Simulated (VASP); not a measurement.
# Al (Im-3m) in VASP: further runs

Al is run at these levels: LDA; tasks: single point.

Everything below comes from runs of VASP 6.6.1. Logs are shortened: lines on timing, memory, paths and dates and some standing lists are left out, and cuts for length are marked.

## 1. The cell of the first run

It takes space group Im-3m (No. 229, cubic). Conventional cell: a = 3.103 Å, b = 3.103 Å, c = 3.103 Å, α = 90.00°, β = 90.00°, γ = 90.00°. Within 3.5 Å of Al (site symmetry m-3m) lie 14 Al at 2.69 to 3.10 Å.

## 2. Single point, LDA (volume scaled by 0.92)

File INCAR:

```
SYSTEM = Al
  PREC = Accurate
  ENCUT = 520
  EDIFF = 1E-6
  ISMEAR = -1
  SIGMA = 0.1
  LREAL = .False.
  LASPH = .True.
  NELM = 100
  ALGO = Normal
  ISIF = 2
  LWAVE = .False.
  LCHARG = .False.
  GGA = CA
  NBANDS = 8
```

File KPOINTS:

```
regular mesh
0
Gamma
  16 16 16
  0 0 0
```

File POSCAR:

```
Al
1.0
   -1.5514733317      1.5514733317      1.5514733317
    1.5514733317     -1.5514733317      1.5514733317
    1.5514733317      1.5514733317     -1.5514733317
Al
1
Direct
    0.0000000000      0.0000000000      0.0000000000
```

Potentials or basis: VASP PAW LDA potentials, release 64 (Al).

The run is started by

```sh
cat potpaw_LDA.64/Al/POTCAR > POTCAR
mpirun -np 1 vasp_std > vasp.out
```

OUTCAR:

```text
SYSTEM = Al
   PREC = Accurate
   ENCUT = 520
   EDIFF = 1E-6
   ISMEAR = -1
   LREAL = .False.
   LASPH = .True.
   NELM = 100
   ISIF = 2
   GGA = CA

 ion  position               nearest neighbor table
   1  0.000  0.000  0.000-

  LATTYP: Found a body centered cubic cell.
 ALAT       =     3.1029466634

  Lattice vectors:

 A1 = (  -1.5514733317,   1.5514733317,   1.5514733317)
 A2 = (   1.5514733317,  -1.5514733317,   1.5514733317)
 A3 = (   1.5514733317,   1.5514733317,  -1.5514733317)

Analysis of symmetry for initial positions (statically):
=====================================================================
 Subroutine PRICEL returns:
 Original cell was already a primitive cell.

 Routine SETGRP: Setting up the symmetry group for a
 body centered cubic supercell.

 Subroutine GETGRP returns: Found 48 space group operations
 (whereof 48 operations were pure point group operations)
 out of a pool of 48 trial point group operations.

The static configuration has the point symmetry O_h .

Analysis of symmetry for dynamics (positions and initial velocities):
=====================================================================
 Subroutine PRICEL returns:
 Original cell was already a primitive cell.

 Routine SETGRP: Setting up the symmetry group for a
 body centered cubic supercell.

 Subroutine GETGRP returns: Found 48 space group operations
 (whereof 48 operations were pure point group operations)
 out of a pool of 48 trial point group operations.

The dynamic configuration has the point symmetry O_h .

 Subroutine INISYM returns: Found 48 space group operations
 (whereof 48 operations are pure point group operations),
 and found     1 'primitive' translations

----------------------------------------------------------------------------------------

                                     Primitive cell

  volume of cell :      14.9380

  direct lattice vectors                    reciprocal lattice vectors
    -1.551473332  1.551473332  1.551473332     0.000000000  0.322274312  0.322274312
     1.551473332 -1.551473332  1.551473332     0.322274312  0.000000000  0.322274312
     1.551473332  1.551473332 -1.551473332     0.322274312  0.322274312  0.000000000

  length of vectors
     2.687230637  2.687230637  2.687230637     0.455764702  0.455764702  0.455764702

  position of ions in fractional coordinates (direct lattice)
     0.000000000  0.000000000  0.000000000

  ion indices of the primitive-cell ions
   primitive index   ion index
                 1           1

----------------------------------------------------------------------------------------

 KPOINTS: regular mesh

Automatic generation of k-mesh.
 Grid dimensions read from file:
 generate k-points for:   16   16   16

 Generating k-lattice:

  Cartesian coordinates                     Fractional coordinates (reciprocal lattice)
     0.000000000  0.020142144  0.020142144     0.062500000  0.000000000  0.000000000
     0.020142144  0.000000000  0.020142144     0.000000000  0.062500000  0.000000000
     0.020142144  0.020142144  0.000000000     0.000000000  0.000000000  0.062500000

  Length of vectors
     0.028485294  0.028485294  0.028485294

  Shift w.r.t. Gamma in fractional coordinates (k-lattice)
     0.000000000  0.000000000  0.000000000

 Subroutine IBZKPT returns following result:
 ===========================================

 Found    145 irreducible k-points:

 Following reciprocal coordinates:
            Coordinates               Weight
  0.000000  0.000000  0.000000      1.000000
  0.062500  0.000000  0.000000     12.000000
  0.125000  0.000000  0.000000     12.000000
  0.187500  0.000000  0.000000     12.000000
  0.250000  0.000000  0.000000     12.000000
  0.312500  0.000000  0.000000     12.000000
[... 16 lines left out ...]
  0.187500  0.187500  0.000000     24.000000
  0.250000  0.187500  0.000000     48.000000
 [... further k-points ...]
   k-points           NKPTS =    145   k-points in BZ     NKDIM =    145   number of bands    NBANDS=      8
   number of dos      NEDOS =    301   number of ions     NIONS =      1
   total plane-waves  NPLWV =   8000
   dimension x,y,z NGX =    20 NGY =   20 NGZ =   20
   dimension x,y,z NGXF=    40 NGYF=   40 NGZF=   40
   ions per type =               1
   NGX,Y,Z   is equivalent  to a cutoff of  12.37, 12.37, 12.37 a.u.
   NGXF,Y,Z  is equivalent  to a cutoff of  24.75, 24.75, 24.75 a.u.
 SYSTEM =  Al
   PREC   = accura    normal or accurate (medium, high low for compatibility)
   ISTART =      0    job   : 0-new  1-cont  2-samecut
   ICHARG =      2    charge: 1-file 2-atom 10-const
   ISPIN  =      1    spin polarized calculation?
   LNONCOLLINEAR =      F non collinear calculations
   LSORBIT =      F    spin-orbit coupling
   LASPH  =      T    aspherical Exc in radial PAW
   ENCUT  =  520.0 eV  38.22 Ry    6.18 a.u.   5.00  5.00  5.00*2*pi/ulx,y,z
   NELM   =    100;   NELMIN=  2; NELMDL= -5     # of ELM steps
   EDIFF  = 0.1E-05   stopping-criterion for ELM
   LREAL  =      F    real-space projection
   EDIFFG = 0.1E-04   stopping-criterion for IOM
   NSW    =      0    number of steps for IOM
   IBRION =     -1    ionic relax: 0-MD 1-quasi-New 2-CG
   NFREE  =      0    steps in history (QN), initial steepest desc. (CG)
   ISIF   =      2    stress and relaxation
   ISYM   =      2    0-nonsym 1-usesym 2-fastsym
   POTIM  = 0.5000    time-step for ionic-motion
   TEBEG  =    0.0;   TEEND  =   0.0 temperature during run
   PSTRESS=    0.0 pullay stress
   NELECT =       3.0000    total number of electrons
   NUPDOWN=      -1.0000    fix difference up-down
   EMIN   =  10.00;   EMAX   =-10.00  energy-range for DOS
   EFERMI =   0.00;   METHOD = LEGACY
   ISMEAR =    -1;   SIGMA  =   0.10  broadening in eV -4-tet -1-fermi 0-gaus
   EFERMI_NEDOS =   21; number of points for ismear=-14 and -15
   IALGO  =     38    algorithm
   IMIX   =      4    mixing-type and parameters
     AMIX     =   0.40;   BMIX     =  1.00
     AMIX_MAG =   1.60;   BMIX_MAG =  1.00
  volume/ion in A,a.u.               =      14.94       100.81
  Fermi-wavevector in a.u.,A,eV,Ry     =   0.958703  1.811687 12.505281  0.919112
  Thomas-Fermi vector in A             =   2.087834
   LORBIT       =      0    0 simple, 1 ext, 2 COOP (PROOUT), +10 PAW based schemes
   GGA     = CA    functional components
   LHFCALC =     F    Hartree Fock is set to
   AEXX    =    0.0000 exact exchange contribution
   IVDW    =     0    specifies the selected vdW correction
   LEPSILON=     F    determine dielectric tensor
   LRPA    =     F    only Hartree local field effects (RPA)
 non-spin polarized calculation
  energy-cutoff  :      520.00
  volume of cell :       14.94
 maximum number of plane-waves:       420
   NGX =  9   NGY =  9   NGZ =  9

 number of electron       3.0000000 magnetization

 Free energy of the ion-electron system (eV)
  ---------------------------------------------------
  ext. energy  EPLUGINS =         0.00000000
  ---------------------------------------------------
  free energy    TOTEN  =        -4.06794254 eV

  energy without entropy =       -4.05214973  energy(sigma->0) =       -4.06004614

 E-fermi :   8.8699     XC(G=0): -10.7212

 val. band max:        8.8613570291   @ k =  -0.4375   0.5000   0.3125
 cond. band min:       8.9017116095   @ k =  -0.3750   0.4375   0.1875
 fundamental gap:      0.0403545804
 Fermi energy:         8.8699185266

 k-point     1 :       0.0000    0.0000    0.0000
  band No.  band energies     occupation
      1      -2.9347      2.00000
      2      22.6669      0.00000
      3      22.6669      0.00000
      4      22.6669      0.00000
      5      24.8051      0.00000
      6      24.8051      0.00000
      7      24.8051      0.00000
      8      25.9359      0.00000

 k-point     2 :       0.0625    0.0000    0.0000
  band No.  band energies     occupation
      1      -2.8149      2.00000
      2      21.3361      0.00000
      3      21.9766      0.00000
      4      22.1871      0.00000
      5      24.1671      0.00000
      6      25.0008      0.00000
      7      25.2442      0.00000
      8      25.6925      0.00000

 k-point     3 :       0.1250    0.0000    0.0000
  band No.  band energies     occupation
      1      -2.4563      2.00000
      2      18.7786      0.00000
      3      20.9083      0.00000
      4      21.1761      0.00000
      5      23.0729      0.00000
      6      24.0907      0.00000
      7      25.8813      0.00000
      8      26.4377      0.00000

 k-point     4 :       0.1875    0.0000    0.0000
  band No.  band energies     occupation
      1      -1.8608      2.00000
      2      16.0516      0.00000
      3      19.9382      0.00000
      4      20.1053      0.00000
      5      22.0251      0.00000
      6      23.2887      0.00000
      7      26.6560      0.00000
      8      26.8986      0.00000

 k-point     5 :       0.2500    0.0000    0.0000
  band No.  band energies     occupation
      1      -1.0317      2.00000
      2      13.4083      0.00000
      3      19.1317      0.00000
      4      19.1542      0.00000
      5      21.1333      0.00000
      6      22.5629      0.00000
      7      27.5199      0.00000
      8      27.5936      0.00000
[... 177 lines left out ...]
 k-point    22 :       0.4375    0.1250   -0.0000
  band No.  band energies     occupation
      1       4.5395      2.00000
      2       5.2244      2.00000
      3      13.7369      0.00000
      4      17.2623      0.00000
      5      21.1837      0.00000
      6      24.3582      0.00000
      7      28.9505      0.00000
      8      30.4333      0.00000

 k-point    23 :       0.1875    0.1875    0.0000
  band No.  band energies     occupation
      1       0.2601      2.00000
      2      12.4739      0.00000
      3      13.2977      0.00000
      4      18.0897      0.00000
      5      23.2008      0.00000
      6      23.8864      0.00000
      7      28.4653      0.00000
      8      28.5235      0.00000

 k-point    24 :       0.2500    0.1875    0.0000
  band No.  band energies     occupation
      1       1.4225      2.00000
      2      10.3994      0.00000
      3      12.3483      0.00000
      4      17.5059      0.00000
      5      22.9218      0.00000
      6      24.5451      0.00000
      7      28.1055      0.00000
      8      30.2916      0.00000

 [... further k-points ...]
[... 5 lines left out ...]
  --------------------------------------------------------------------------------------
  -------------------------------------------------------------------------------------
  Total        0.6791668      0.6791668      0.6791668      0.0000000      0.0000000      0.0000000
  in kB       72.8440472     72.8440472     72.8440472      0.0000000      0.0000000      0.0000000
  external PRESSURE =      72.8440472 kB  Pullay stress =       0.0000000 kB

 VOLUME and BASIS-vectors are now :
 -----------------------------------------------------------------------------
  energy-cutoff  :      520.00
  volume of cell :       14.94
      direct lattice vectors                 reciprocal lattice vectors
    -1.551473332  1.551473332  1.551473332     0.000000000  0.322274312  0.322274312
     1.551473332 -1.551473332  1.551473332     0.322274312  0.000000000  0.322274312
     1.551473332  1.551473332 -1.551473332     0.322274312  0.322274312  0.000000000

 POSITION                                       TOTAL-FORCE (eV/Angst)
 -----------------------------------------------------------------------------------
      0.00000      0.00000      0.00000         0.000000      0.000000      0.000000
 -----------------------------------------------------------------------------------
    total drift:                                0.000000      0.000000      0.000000

  FREE ENERGIE OF THE ION-ELECTRON SYSTEM (eV)
  ---------------------------------------------------
  free  energy   TOTEN  =        -4.0679425405 eV

  energy  without entropy=       -4.0521497331  energy(sigma->0) =       -4.06004614
```

Wall time 5.2 s (1 thread of Intel Xeon 6975P-C, shared host); peak memory 0.12 GiB.

What came out:

| Item | Value |
| --- | --- |
| Free energy | -4.0679 eV |
| Pressure | 7.3 GPa |

Caveat: the cell differs from its parent crystal (volume scaled by 0.92).

## 3. Single point, LDA (volume scaled by 0.96)

File INCAR:

```
SYSTEM = Al
ALGO = Normal
EDIFF = 1E-6
ENCUT = 520
GGA = CA
ISIF = 2
ISMEAR = -1
LASPH = .TRUE.
LCHARG = .FALSE.
LREAL = .FALSE.
LWAVE = .FALSE.
NBANDS = 8
NELM = 100
PREC = Accurate
SIGMA = 0.1
```

File KPOINTS:

```
k-points
0
G
  16 16 16
  0 0 0
```

File POSCAR:

```
Al
1.0
   -1.5736402313      1.5736402313      1.5736402313
    1.5736402313     -1.5736402313      1.5736402313
    1.5736402313      1.5736402313     -1.5736402313
Al
1
Direct
    0.0000000000      0.0000000000      0.0000000000
```

Potentials or basis: VASP PAW LDA potentials, release 64 (Al).

The run is started by

```sh
cat potpaw_LDA.64/Al/POTCAR > POTCAR
mpirun -np 1 vasp_std > vasp.out
```

Wall time 5.6 s (1 thread of Intel Xeon 6975P-C, shared host); peak memory 0.12 GiB.

It converged, with:

```
Free energy : -4.0890 eV
Pressure    : 3.2 GPa
```

Levels at points of the mesh, in eV from the Fermi level:
| k point | band 1 | band 2 | band 3 | band 4 | band 5 |
| --- | --- | --- | --- | --- | --- |
| (0.00, 0.00, 0.00) | -11.49 | 13.54 | 13.54 | 13.54 | 15.28 |
| (0.50, 0.00, 0.00) | -4.49 | -3.93 | 8.41 | 8.48 | 10.34 |
| (0.50, 0.50, 0.50) | 1.94 | 1.94 | 1.94 | 2.97 | 2.97 |

Caveat: the cell differs from its parent crystal (volume scaled by 0.96).

## 4. Single point, LDA

This run uses another cell than the first one, of 16.24 Å³/atom, 1.087 times its volume.

File INCAR:

```
PREC = Accurate ; ENCUT = 520
EDIFF = 1E-6 ; ISMEAR = -1
SIGMA = 0.1 ; LREAL = F
LASPH = T ; NELM = 80
ALGO = Normal ; ISIF = 2
LWAVE = F ; LCHARG = F
GGA = CA ; NBANDS = 8
```

File KPOINTS:

```
regular mesh
0
Gamma
  16 16 16
```

File POSCAR:

```
Al
1.0
   -1.5951996259      1.5951996259      1.5951996259
    1.5951996259     -1.5951996259      1.5951996259
    1.5951996259      1.5951996259     -1.5951996259
Al
1
Direct
    0.0000000000      0.0000000000      0.0000000000
```

The run is started by

```sh
cat potpaw_LDA.64/Al/POTCAR > POTCAR
mpirun -np 1 vasp_std > vasp.out
```

Run time: 5.9 s. Hardware: 1 thread of Intel Xeon 6975P-C, shared host; peak memory 0.13 GiB.

It converged, with:

```yaml
Free_energy: -4.0952 eV
Pressure: 0.0 GPa
```

Levels at points of the mesh, in eV from the Fermi level:
```tsv
k point	band 1	band 2	band 3	band 4
(0.00, 0.00, 0.00)	-11.20	13.30	13.30	13.30
(0.50, 0.00, 0.00)	-4.33	-3.88	8.17	8.33
(0.50, 0.50, 0.50)	1.88	1.88	1.88	3.04
```

## 5. Summary

```csv
cell,gap on the mesh (eV),pressure (GPa)
"a = 2.687 Å, angles 109.5°, 1 atom",none,7.3
"a = 2.726 Å, angles 109.5°, 1 atom",none,3.2
"a = 2.763 Å, angles 109.5°, 1 atom",none,0.0
```

Alike in all rows: task single point; level LDA; potentials or basis VASP PAW LDA potentials, release 64 (Al); no spin polarisation; k mesh 16 × 16 × 16; cutoff (eV) 520; smearing fermi-dirac 0.1 eV.

Total energies depend on the potentials used, so only differences within one code and one set of settings carry meaning.
